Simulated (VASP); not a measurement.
A run of VASP 6.6.1:

Contents of INCAR:

```
  PREC = Accurate
  ENCUT = 520
  EDIFF = 1E-6
  ISMEAR = 0
  SIGMA = 0.01
  LREAL = F
  LASPH = T
  NELM = 100
  ALGO = Normal
  ISIF = 2
  LWAVE = F
  LCHARG = F
  GGA = PE
  NBANDS = 26
```

KPOINTS

```
Automatic mesh
0
Gamma
  9 9 4
```

Contents of POSCAR:

```
GaN
1.0
    2.9437706435      0.0000000000      0.0000000000
   -1.4718853217      2.5493801601      0.0000000000
    0.0000000000      0.0000000000      4.9914597754
Ga N
2 2
Direct
    0.0000000000      0.0000000000      0.0000000000
    0.0000000000      0.0000000000      0.5000000000
    0.3333333333      0.6666666667      0.2500000000
    0.6666666667      0.3333333333      0.7500000000
```

Potentials or basis: VASP PAW PBE potentials, release 64 (Ga_d, N).

Command:

```sh
$ cat potpaw_PBE.64/Ga_d/POTCAR potpaw_PBE.64/N/POTCAR > POTCAR
$ mpirun -np 1 vasp_std > vasp.out
```

Hardware: 1 thread of AMD EPYC 7R43 64-Core Processor (Zen 3), with other jobs on the host.

Problem. Estimate the wall time of this run.

Solution. Run time: 34 s on 1 thread of AMD EPYC 7R43 64-Core Processor (Zen 3), on a shared host, peak memory 0.13 GiB. Counts: scf iterations 14, k points 36.
